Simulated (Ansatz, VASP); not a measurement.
Te: VASP beside Ansatz

File INCAR:

```
AGGAC = 1.0
AGGAX = 1.0
ALDAC = 0.0
ALDAX = 1.0
ALGO = Normal
EDIFF = 1E-6
ENCUT = 520
GGA = B5
ISIF = 2
ISMEAR = -1
LASPH = T
LCHARG = F
LREAL = F
LWAVE = F
NBANDS = 16
NELM = 80
PREC = Accurate
SIGMA = 0.05
```

File KPOINTS:

```
k-points
0
Gamma
  7 7 5
```

POSCAR

```
Te
1.0
    5.4502481214      0.0000000000      0.0000000000
   -2.7251240607      4.7200533300      0.0000000000
    0.0000000000      0.0000000000      6.0572536374
Te
3
Direct
    0.2204697237      0.0000000000      0.3333333333
    1.0000000000      0.2204697237      0.6666666667
    0.7795302763      0.7795302763      0.0000000000
```

Input for Ansatz:

```yaml
crystal:
  lattice:
    - [5.4502481214, 0.0, 0.0]
    - [-2.7251240607, 4.72005333, 0.0]
    - [0.0, 0.0, 6.0572536374]
  atoms:
    - { symbol: Te, position: [0.2204697237, 0.0, 0.3333333333] }
    - { symbol: Te, position: [1.0, 0.2204697237, 0.6666666667] }
    - { symbol: Te, position: [0.7795302763, 0.7795302763, 0.0] }
hamiltonian:
  xc: blyp
  pseudopotentials:
    kind: paw
    azcp:
      Te: "pseudopotentials/Te.paw.azcp"
basis:
  ecutwfc: 420
  fft_grid_basis: typed
kpoints:
  mp_grid: { grid: [7, 7, 5], shift: [0, 0, 0] }
magnetization:
  spin_polarized: false
scf:
  occupations: { method: fermi_dirac, width: 0.05 }
output:
  stress: true
```

Alike in both runs: task single point; functional BLYP; k mesh 7 × 7 × 5; occupations fermi-dirac, width 0.05 eV; no spin polarisation.

```csv
,VASP,Ansatz
version,VASP 6.6.1,Ansatz 0.2.0
potentials or method,"VASP PAW PBE potentials, release 64 (Te), cutoff 520 eV","plane waves (420 eV) with PAW, scalar-relativistic"
valence electrons in the cell,18,48
```

Ansatz gave:

| Quantity | Value |
| --- | --- |
| pressure (GPa) | -1.6 |
| traceless stress, the component that is largest in VASP (GPa) | -0.64 |

Task: What did VASP give for the same quantities?

Result: Pressure (GPa): -1.5; traceless stress, the component that is largest in VASP (GPa): -0.61.

VASP's potentials were made for PBE, not for BLYP. With one functional, cell and mesh, what is left measures potentials, basis and numerics. VASP's potentials hold 18 valence electrons a cell and Ansatz's 48, so a difference there can come from the potentials and not from the codes.

Spin-orbit coupling is off throughout.
